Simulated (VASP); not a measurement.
The system is MgO.

```xyz
4
Lattice="3.4864 0.0000 0.0000 -1.7432 3.0193 0.0000 0.0000 0.0000 4.1780" Properties=species:S:1:pos:R:3 pbc="T T T"
Mg    1.7432    1.0064    3.1335
Mg    0.0000    2.0129    1.0445
O     1.7432    1.0064    1.0445
O     0.0000    2.0129    3.1335
```

| Quantity | Value |
| --- | --- |
| Program | VASP 6.6.1 |
| Task | relaxation of cell and atoms |
| Functional | LDA |
| Potentials or basis | VASP PAW LDA potentials, release 64 (Mg, O) |
| Cutoff | 600 eV |
| k mesh | 6 × 6 × 4 |
| Occupations | gaussian, width 0.01 eV |
| Spin | no spin polarisation |

At the start: pressure -6.0 GPa; volume 10.99 Å³/atom.

How do energy, volume and symmetry change on relaxing?

Over 6 steps the energy falls by 9.1 meV/atom and the volume is 10.53 Å³/atom (-4.2 %); space group P6_3/mmc (No. 194, to 0.05 Å).

Step by step:
| step | energy change (eV) | largest force (eV/Å) | pressure (GPa) | volume (Å³) |
| --- | --- | --- | --- | --- |
| 1 | 0.0000 | 0.0000 | -5.96 | 43.98 |
| 2 | -0.0313 | 0.0000 | 2.48 | 41.43 |
| 3 | -0.0364 | 0.0000 | 0.00 | 42.10 |
| 4 | -0.0364 | 0.0000 | -0.13 | 42.13 |
| 5 | -0.0364 | 0.0000 | -0.12 | 42.13 |
| 6 | -0.0365 | 0.0000 | -0.12 | 42.13 |

Final structure:
```
Mg O
1.0
     3.43478    0.00000    0.00000
    -1.71739    2.97461    0.00000
     0.00000    0.00000    4.12318
Mg O
2 2
Direct
  0.66667 0.33333 0.75000
  0.33333 0.66667 0.25000
  0.66667 0.33333 0.25000
  0.33333 0.66667 0.75000
```
